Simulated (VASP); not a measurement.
# ScGa7N8 (a cell with a defect) in VASP: further runs

The runs below take ScGa7N8 (a cell with a defect) through single point, with LDA, PBEsol.

Everything below comes from runs of VASP 6.6.1. Logs are shortened: lines on timing, memory, paths and dates and some standing lists are left out, and cuts for length are marked.

## (1) The cell of the first run

The cell holds a defect, 16 atoms: a = 8.996 Å, b = 4.498 Å, c = 4.498 Å, α = 90.00°, β = 90.00°, γ = 90.00°.

## (2) Single point, LDA

The input, INCAR:

```
PREC     = Accurate       # precision mode
ENCUT    = 520            # plane-wave cutoff, eV
EDIFF    = 1E-6           # SCF threshold, eV
ISMEAR   = -1             # smearing method
SIGMA    = 0.05           # smearing width, eV
LREAL    = Auto         
LASPH    = T              # aspherical terms in the spheres
NELM     = 80             # most SCF steps
ALGO     = Normal         # electronic algorithm
ISIF     = 2              # what is computed and relaxed
LWAVE    = F              # write WAVECAR
LCHARG   = T              # write CHGCAR
GGA      = CA             # functional
LELF     = T              # ELF
LVHAR    = T            
NBANDS   = 85             # bands
```

The input, KPOINTS:

```
Automatic mesh
0
Gamma
  1 1 1
  0.5 0.5 0.5
```

The input, POSCAR:

```
ScGa7N8
1.0
    8.9962420000      0.0000000000      0.0000000000
    0.0000000000      4.4981210000      0.0000000000
    0.0000000000      0.0000000000      4.4981210000
Ga N Sc
7 8 1
Direct
    0.9979720000      0.9953510000      0.9941790000
    0.4792500000      0.9871150000      0.0054910000
    0.2308010000      0.5148800000      0.9812600000
    0.7676710000      0.4918760000      0.0026360000
    0.2492490000      0.9952000000      0.5145280000
    0.7435770000      0.0358130000      0.4930970000
    0.9959770000      0.4647230000      0.4930720000
    0.1203890000      0.2399440000      0.2412600000
    0.6107410000      0.2526600000      0.2847500000
    0.4006020000      0.7230920000      0.2770970000
    0.8961760000      0.7313750000      0.2822470000
    0.3735600000      0.2225280000      0.7570160000
    0.8619790000      0.2369410000      0.7644290000
    0.1176960000      0.7346440000      0.7713310000
    0.6275550000      0.7569420000      0.7352380000
    0.4844920000      0.5496960000      0.5045560000
```

Potentials or basis: VASP PAW LDA potentials, release 64 (Ga_d, N, Sc_sv).

Command:

```sh
> cat potpaw_LDA.64/Ga_d/POTCAR potpaw_LDA.64/N/POTCAR potpaw_LDA.64/Sc_sv/POTCAR > POTCAR
> mpirun -np 1 vasp_std > vasp.out
```

OUTCAR:

```text
PREC = Accurate
   ENCUT = 520
   EDIFF = 1E-6
   ISMEAR = -1
   LREAL = Auto
   LASPH = T
   NELM = 80
   ISIF = 2
   GGA = CA

 ion  position               nearest neighbor table
   1  0.998  0.995  0.994-  14 1.88   8 1.91  13 1.94  11 1.98
   2  0.479  0.987  0.005-  12 1.81  10 1.84  15 2.08   9 2.10  16 2.99  16 2.99
   3  0.231  0.515  0.981-  14 1.70   8 1.97  12 2.10  10 2.23  16 3.14
   4  0.768  0.492  0.003-  13 1.78  11 2.02  15 2.11   9 2.18
   5  0.249  0.995  0.515-  12 1.87   8 2.02  14 2.03  10 2.12  16 2.91
   6  0.744  0.036  0.493-   9 1.80  13 1.86  15 1.96  11 2.16
   7  0.996  0.465  0.493-  11 1.77   8 1.89  13 2.00  14 2.06
   8  0.120  0.240  0.241-   7 1.89   1 1.91   3 1.97   5 2.02
   9  0.611  0.253  0.285-   6 1.80  16 2.01   2 2.10   4 2.18
  10  0.401  0.723  0.277-  16 1.49   2 1.84   5 2.12   3 2.23
  11  0.896  0.731  0.282-   7 1.77   1 1.98   4 2.02   6 2.16
  12  0.374  0.223  0.757-   2 1.81   5 1.87   3 2.10  16 2.11
  13  0.862  0.237  0.764-   4 1.78   6 1.86   1 1.94   7 2.00
  14  0.118  0.735  0.771-   3 1.70   1 1.88   5 2.03   7 2.06
  15  0.628  0.757  0.735-  16 1.90   6 1.96   2 2.08   4 2.11
  16  0.484  0.550  0.505-  10 1.49  15 1.90   9 2.01  12 2.11   5 2.91   2 2.99   2 2.99   3 3.14

  LATTYP: Found a simple tetragonal cell.
 ALAT       =     4.4981210000
 C/A-ratio  =     2.0000000000

  Lattice vectors:

 A1 = (   0.0000000000,   4.4981210000,   0.0000000000)
 A2 = (   0.0000000000,   0.0000000000,   4.4981210000)
 A3 = (   8.9962420000,   0.0000000000,   0.0000000000)

Analysis of symmetry for initial positions (statically):
=====================================================================
 Subroutine PRICEL returns:
 Original cell was already a primitive cell.

 Routine SETGRP: Setting up the symmetry group for a
 simple tetragonal supercell.

 Subroutine GETGRP returns: Found  1 space group operations
 (whereof  1 operations were pure point group operations)
 out of a pool of 16 trial point group operations.

The static configuration has the point symmetry C_1 .

Analysis of symmetry for dynamics (positions and initial velocities):
=====================================================================
 Subroutine PRICEL returns:
 Original cell was already a primitive cell.

 Routine SETGRP: Setting up the symmetry group for a
 simple tetragonal supercell.

 Subroutine GETGRP returns: Found  1 space group operations
 (whereof  1 operations were pure point group operations)
 out of a pool of 16 trial point group operations.

The dynamic configuration has the point symmetry C_1 .

 Subroutine INISYM returns: Found  1 space group operations
 (whereof  1 operations are pure point group operations),
 and found     1 'primitive' translations

----------------------------------------------------------------------------------------

                                     Primitive cell

  volume of cell :     182.0218

  direct lattice vectors                    reciprocal lattice vectors
     8.996242000  0.000000000  0.000000000     0.111157526  0.000000000  0.000000000
     0.000000000  4.498121000  0.000000000     0.000000000  0.222315051  0.000000000
     0.000000000  0.000000000  4.498121000     0.000000000  0.000000000  0.222315051

  length of vectors
     8.996242000  4.498121000  4.498121000     0.111157526  0.222315051  0.222315051

  position of ions in fractional coordinates (direct lattice)
     0.997972000  0.995351000  0.994179000
     0.479250000  0.987115000  0.005491000
     0.230801000  0.514880000  0.981260000
     0.767671000  0.491876000  0.002636000
     0.249249000  0.995200000  0.514528000
     0.743577000  0.035813000  0.493097000
[... 8 lines left out ...]
     0.627555000  0.756942000  0.735238000
     0.484492000  0.549696000  0.504556000

  ion indices of the primitive-cell ions
   primitive index   ion index
                 1           1
                 2           2
                 3           3
                 4           4
                 5           5
                 6           6
[... 8 lines left out ...]
                15          15
                16          16

----------------------------------------------------------------------------------------

 KPOINTS: Automatic mesh

Automatic generation of k-mesh.
 Grid dimensions read from file:
 generate k-points for:    1    1    1

 Generating k-lattice:

  Cartesian coordinates                     Fractional coordinates (reciprocal lattice)
     0.111157526  0.000000000  0.000000000     1.000000000  0.000000000  0.000000000
     0.000000000  0.222315051  0.000000000     0.000000000  1.000000000  0.000000000
     0.000000000  0.000000000  0.222315051     0.000000000  0.000000000  1.000000000

  Length of vectors
     0.111157526  0.222315051  0.222315051

  Shift w.r.t. Gamma in fractional coordinates (k-lattice)
     0.500000000  0.500000000  0.500000000

 Subroutine IBZKPT returns following result:
 ===========================================

 Found      1 irreducible k-points:

 Following reciprocal coordinates:
            Coordinates               Weight
  0.500000  0.500000  0.500000      1.000000
   k-points           NKPTS =      1   k-points in BZ     NKDIM =      1   number of bands    NBANDS=     85
   number of dos      NEDOS =    301   number of ions     NIONS =     16
   total plane-waves  NPLWV =  90720
   dimension x,y,z NGX =    70 NGY =   36 NGZ =   36
   dimension x,y,z NGXF=   140 NGYF=   72 NGZF=   72
   ions per type =               7   8   1
   NGX,Y,Z   is equivalent  to a cutoff of  12.94, 13.31, 13.31 a.u.
   NGXF,Y,Z  is equivalent  to a cutoff of  25.87, 26.61, 26.61 a.u.
 SYSTEM =  unknown system
   PREC   = accura    normal or accurate (medium, high low for compatibility)
   ISTART =      0    job   : 0-new  1-cont  2-samecut
   ICHARG =      2    charge: 1-file 2-atom 10-const
   ISPIN  =      1    spin polarized calculation?
   LNONCOLLINEAR =      F non collinear calculations
   LSORBIT =      F    spin-orbit coupling
   LASPH  =      T    aspherical Exc in radial PAW
   ENCUT  =  520.0 eV  38.22 Ry    6.18 a.u.  16.73  8.36  8.36*2*pi/ulx,y,z
   NELM   =     80;   NELMIN=  2; NELMDL= -5     # of ELM steps
   EDIFF  = 0.1E-05   stopping-criterion for ELM
   LREAL  =      T    real-space projection
   EDIFFG = 0.1E-04   stopping-criterion for IOM
   NSW    =      0    number of steps for IOM
   IBRION =     -1    ionic relax: 0-MD 1-quasi-New 2-CG
   NFREE  =      0    steps in history (QN), initial steepest desc. (CG)
   ISIF   =      2    stress and relaxation
   ISYM   =      2    0-nonsym 1-usesym 2-fastsym
   POTIM  = 0.5000    time-step for ionic-motion
   TEBEG  =    0.0;   TEEND  =   0.0 temperature during run
   PSTRESS=    0.0 pullay stress
   NELECT =     142.0000    total number of electrons
   NUPDOWN=      -1.0000    fix difference up-down
   EMIN   =  10.00;   EMAX   =-10.00  energy-range for DOS
   EFERMI =   0.00;   METHOD = LEGACY
   ISMEAR =    -1;   SIGMA  =   0.05  broadening in eV -4-tet -1-fermi 0-gaus
   EFERMI_NEDOS =   21; number of points for ismear=-14 and -15
   IALGO  =     38    algorithm
   IMIX   =      4    mixing-type and parameters
     AMIX     =   0.40;   BMIX     =  1.00
     AMIX_MAG =   1.60;   BMIX_MAG =  1.00
  volume/ion in A,a.u.               =      11.38        76.77
  Fermi-wavevector in a.u.,A,eV,Ry     =   1.507057  2.847926 30.901854  2.271222
  Thomas-Fermi vector in A             =   2.617694
   LORBIT       =      0    0 simple, 1 ext, 2 COOP (PROOUT), +10 PAW based schemes
   GGA     = CA    functional components
   LHFCALC =     F    Hartree Fock is set to
   AEXX    =    0.0000 exact exchange contribution
   IVDW    =     0    specifies the selected vdW correction
   LEPSILON=     F    determine dielectric tensor
   LRPA    =     F    only Hartree local field effects (RPA)
 non-spin polarized calculation
  energy-cutoff  :      520.00
  volume of cell :      182.02
 maximum number of plane-waves:      4848
 NGX is ok and might be reduce to    70
   NGX = 33   NGY = 17   NGZ = 17

 number of electron     142.0000004 magnetization

 Free energy of the ion-electron system (eV)
  ---------------------------------------------------
  ext. energy  EPLUGINS =         0.00000000
  ---------------------------------------------------
  free energy    TOTEN  =      -105.88642016 eV

  energy without entropy =     -105.88642016  energy(sigma->0) =     -105.88642016

 E-fermi :   6.9289     XC(G=0): -12.1025

 val. band max:        5.7321750973   @ k =   0.5000   0.5000   0.5000
 cond. band min:       9.0398676633   @ k =   0.5000   0.5000   0.5000
 fundamental gap:      3.3076925659
 Fermi energy:         6.9289114018

 k-point     1 :       0.5000    0.5000    0.5000
  band No.  band energies     occupation
      1     -39.3269      2.00000
      2     -20.1612      2.00000
      3     -18.4143      2.00000
      4     -18.3616      2.00000
      5     -11.1404      2.00000
      6     -10.6323      2.00000
[... 75 lines left out ...]
     82      12.0901      0.00000
     83      12.2148      0.00000
 [bands above 83 left out]

------------------------ aborting loop because EDIFF is reached ----------------------------------------

  FORCE on cell =-STRESS in cart. coord.  units (eV):
  Direction    XX          YY          ZZ          XY          YZ          ZX
  --------------------------------------------------------------------------------------
  -------------------------------------------------------------------------------------
  Total       23.5793438     13.5217247     17.7067183    -11.8817165    -13.3152013     16.8914492
  in kB      207.5481660    119.0198161    155.8566235   -104.5842707   -117.2019729    148.6805289
  external PRESSURE =     160.8082018 kB  Pullay stress =       0.0000000 kB

 VOLUME and BASIS-vectors are now :
 -----------------------------------------------------------------------------
  energy-cutoff  :      520.00
  volume of cell :      182.02
      direct lattice vectors                 reciprocal lattice vectors
     8.996242000  0.000000000  0.000000000     0.111157526  0.000000000  0.000000000
     0.000000000  4.498121000  0.000000000     0.000000000  0.222315051  0.000000000
     0.000000000  0.000000000  4.498121000     0.000000000  0.000000000  0.222315051

 POSITION                                       TOTAL-FORCE (eV/Angst)
 -----------------------------------------------------------------------------------
      8.97800      4.47721      4.47194        -0.972463     -0.733663      0.984717
      4.31145      4.44016      0.02470         4.287312      0.775904      0.387838
      2.07634      2.31599      4.41383         3.767127     -3.723717      3.164064
      6.90615      2.21252      0.01186        -3.900832      2.218364      1.450585
      2.24230      4.47653      2.31441        -0.485039     -0.178797     -1.065772
      6.68940      0.16109      2.21801        -0.721251     -2.900774      0.892123
[... 8 lines left out ...]
      5.64564      3.40482      3.30719         1.485187      1.551083      3.282441
      4.35861      2.47260      2.26955        11.847764    -15.120038     15.043557
 -----------------------------------------------------------------------------------
    total drift:                               -0.003303      0.001277     -0.005421

  FREE ENERGIE OF THE ION-ELECTRON SYSTEM (eV)
  ---------------------------------------------------
  free  energy   TOTEN  =      -105.8864201608 eV

  energy  without entropy=     -105.8864201607  energy(sigma->0) =     -105.88642016
```

It took 56 s on 1 thread of Intel Xeon Platinum 8488C (Sapphire Rapids), shared host; peak memory 0.24 GiB.

Results:

- Free energy: -105.8864 eV
- Pressure: 16.1 GPa
- Largest force: 24.493 eV/Å
- Band gap on the k mesh: 3.31 eV

Forces in eV/Å, atoms in the order of the input:
```
Ga   -0.972  -0.734   0.985
Ga    4.287   0.776   0.388
Ga    3.767  -3.724   3.164
Ga   -3.901   2.218   1.451
Ga   -0.485  -0.179  -1.066
Ga   -0.721  -2.901   0.892
Ga    0.542  -0.027   2.015
N     1.123  -0.372   0.604
N    -0.071   0.299  -3.825
N   -14.380  12.076 -15.726
N    -2.177   2.309  -2.443
N    -2.131   2.176  -0.145
N     3.013  -0.445  -0.951
N    -1.228   2.095  -3.669
N     1.485   1.551   3.282
Sc   11.848 -15.120  15.044
```

Levels at points of the mesh, in eV from the valence-band top:
| k point | band 69 | band 70 | band 71 | band 72 | band 73 | band 74 |
| --- | --- | --- | --- | --- | --- | --- |
| (0.50, 0.50, 0.50) | -1.06 | -0.41 | 0.00 | 3.31 | 3.49 | 3.86 |

Caveat: the k points lie up to 1.40 Å⁻¹ apart.

## (3) Single point, PBEsol

The input, INCAR:

```
SYSTEM = ScGa7N8
PREC = Accurate ; ENCUT = 520
EDIFF = 1E-6 ; ISMEAR = -1
SIGMA = 0.05 ; LREAL = Auto
LASPH = .TRUE. ; NELM = 80
ALGO = Normal ; ISIF = 2
LWAVE = .FALSE. ; LCHARG = .FALSE.
GGA = PS ; ISYM = 0
NBANDS = 85
```

The input, KPOINTS:

```
Automatic mesh
0
Gamma
  1 1 1
  0.25 0.25 0.25
```

POSCAR is that of step 2.

Potentials or basis: VASP PAW PBE potentials, release 64 (Ga_d, N, Sc_sv).

Command:

```sh
> cat potpaw_PBE.64/Ga_d/POTCAR potpaw_PBE.64/N/POTCAR potpaw_PBE.64/Sc_sv/POTCAR > POTCAR
> mpirun -np 1 vasp_std > vasp.out
```

Run time: 2.9 min. Hardware: 1 thread of Intel Xeon Platinum 8488C (Sapphire Rapids), shared host; peak memory 0.31 GiB.

It converged, with:

```
Free energy            : -101.1559 eV
Pressure               : 19.8 GPa
Largest force          : 25.973 eV/Å
Band gap on the k mesh : 2.90 eV
```

Forces on the atoms (eV/Å):
```
Ga   -1.008  -0.612   0.857
Ga    4.024   0.874   0.101
Ga    3.895  -3.797   2.982
Ga   -3.750   2.334   1.544
Ga   -0.559  -0.054  -0.860
Ga   -0.456  -2.921   0.673
Ga    0.604  -0.075   2.068
N     1.237  -0.322   0.627
N     0.945   0.033  -3.605
N   -15.583  12.541 -16.567
N    -2.495   2.299  -2.333
N    -2.782   1.573   0.213
N     3.304  -0.557  -0.961
N    -1.337   2.040  -3.739
N     2.577   1.683   3.316
Sc   11.384 -15.040  15.684
```

Stress tensor (GPa, compression positive):
```
 15.10 -10.11  15.64
-10.11  19.97 -13.03
 15.64 -13.03  24.18
```

Levels at points of the mesh, in eV from the valence-band top:
```csv
k point,band 68,band 69,band 70,band 71,band 72,band 73,band 74,band 75
"(0.25, 0.25, 0.25)",-1.06,-0.77,-0.32,0.00,2.95,3.38,3.76,4.07
```

Caveat: the k points lie up to 1.40 Å⁻¹ apart; the PAW data sets were made with another functional, which shifts forces and pressure a little.
